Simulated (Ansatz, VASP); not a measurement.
Two plane-wave programs on W

The input INCAR:

```
PREC     = Accurate       # precision mode
ENCUT    = 520            # plane-wave cutoff, eV
EDIFF    = 1E-7           # SCF threshold, eV
ISMEAR   = 0              # smearing method
SIGMA    = 0.15           # smearing width, eV
LREAL    = False          # projectors in reciprocal space
LASPH    = True           # aspherical terms in the spheres
NELM     = 60             # most SCF steps
ALGO     = Fast           # electronic algorithm
ISIF     = 2              # what is computed and relaxed
LWAVE    = False          # write WAVECAR
LCHARG   = True           # write CHGCAR
GGA      = PE             # functional
LELF     = True           # ELF
LVHAR    = True         
NBANDS   = 13             # bands
```

KPOINTS

```
regular mesh
0
Gamma
  20 20 20
```

Contents of POSCAR:

```
W
1.0
   -1.5573675000      1.5573675000      1.6372325000
    1.5573675000     -1.5573675000      1.6372325000
    1.5573675000      1.5573675000     -1.6372325000
W
1
Direct
    0.0000000000      0.0000000000      0.0000000000
```

Input for Ansatz:

```yaml
crystal:
  lattice:
    - [-1.5573675, 1.5573675, 1.6372325]
    - [1.5573675, -1.5573675, 1.6372325]
    - [1.5573675, 1.5573675, -1.6372325]
  atoms:
    - { symbol: W, position: [0.0, 0.0, 0.0] }
basis:
  ecutwfc: 420
kpoints:
  mp_grid: { grid: [20, 20, 20] }
hamiltonian:
  xc: pbe
scf:
  occupations: { method: gaussian, width: 0.15 }
output:
  forces: true
  stress: true
  eigenvalues: true
```

Change from the starting cell: strain -0.025 along x and y, +0.025 along z, atoms carried along.

Alike in both runs: task single point; functional PBE; k mesh 20 × 20 × 20; occupations gaussian, width 0.15 eV; no spin polarisation.

|  | VASP | Ansatz |
| --- | --- | --- |
| version | VASP 6.6.1 | Ansatz 0.2.0 |
| potentials or method | VASP PAW PBE potentials, release 64 (W_sv), cutoff 520 eV | scalar-relativistic, plane waves, PAW |
| valence electrons in the cell | 14 | 14 |

|  | VASP | Ansatz | Ansatz less VASP |
| --- | --- | --- | --- |
| gap on the k mesh at the Fermi level (eV) | none | none | - |
| pressure (GPa) | 5.8 | 5.2 | -0.55 |
| traceless stress, the component that is largest in VASP (GPa) | -10.68 | -10.68 | 0.000 |

A gap of «none» marks a metal or a gap that the smearing closes. With one functional, cell and mesh, what is left measures potentials, basis and numerics.

Spin-orbit coupling is off throughout.
